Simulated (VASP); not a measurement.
Write the native input for VASP 6.6.1 that does the following.

* Task: single point
* Functional: PBE
* Potentials or basis: VASP PAW PBE potentials, release 64 (Ti_sv, Cu, Br)
* Cutoff: 520 eV
* k mesh: 4 × 4 × 4
* Occupations: gaussian, width 0.1 eV
* Spin: collinear spin
* Starting moments: [1.0, 1.0, 1.0, 1.0, 0.0] μB
* Dipole correction: no
* Further INCAR settings: ALGO = Normal; EDIFF = 1e-07; NBANDS = 39

The structure of Ti3CuBr lies in POSCAR:

```
Ti3CuBr
1.0
    4.7074355100      0.0000000000      0.0000000000
    0.0000000000      4.7074355100      0.0000000000
    0.0000000000      0.0000000000      4.8056053900
Ti Cu Br
3 1 1
Direct
    0.0000000000      0.5000000000      0.5000000000
    0.5000000000      0.0000000000      0.5000000000
    0.0000000000      0.0000000000      0.0000000000
    0.0000000000      0.0000000000      0.5000000000
    0.5000000000      0.5000000000      0.5000000000
```

The cell was generated, and may not be a known phase.

The input as run:

INCAR

```
PREC = Accurate ; ENCUT = 520
EDIFF = 1E-7 ; ISMEAR = 0
SIGMA = 0.1 ; LREAL = F
LASPH = T ; NELM = 150
ALGO = Normal ; ISIF = 2
LWAVE = F ; LCHARG = T
ISPIN = 2 ; MAGMOM = 1 1 1 1 0
LORBIT = 11 ; LMAXMIX = 4
GGA = PE ; LELF = T
LVHAR = T ; NBANDS = 39
```

KPOINTS

```
regular mesh
0
Gamma
  4 4 4
```

Potentials or basis: VASP PAW PBE potentials, release 64 (Ti_sv, Cu, Br).

Command:

```console
$ cat potpaw_PBE.64/Ti_sv/POTCAR potpaw_PBE.64/Cu/POTCAR potpaw_PBE.64/Br/POTCAR > POTCAR
$ mpirun -np 1 vasp_std > vasp.out
```

It gave:

* Pressure: 8.7 GPa
* Band gap on the k mesh: zero (filled and empty bands overlap)
* Net moment: 0.00 μB per cell
* Valence electrons inside the program's atomic spheres: Ti 10.36, 10.07 (each value once); Cu 10.36; Br 5.06

Caveat: the stress differs along the axes, from -3 to 15 GPa.

Run time: 4.9 min on 1 thread of Intel(R) Xeon(R) Platinum 8259CL CPU @ 2.50GHz (Skylake/Cascade Lake), on a shared host, peak memory 0.32 GiB.
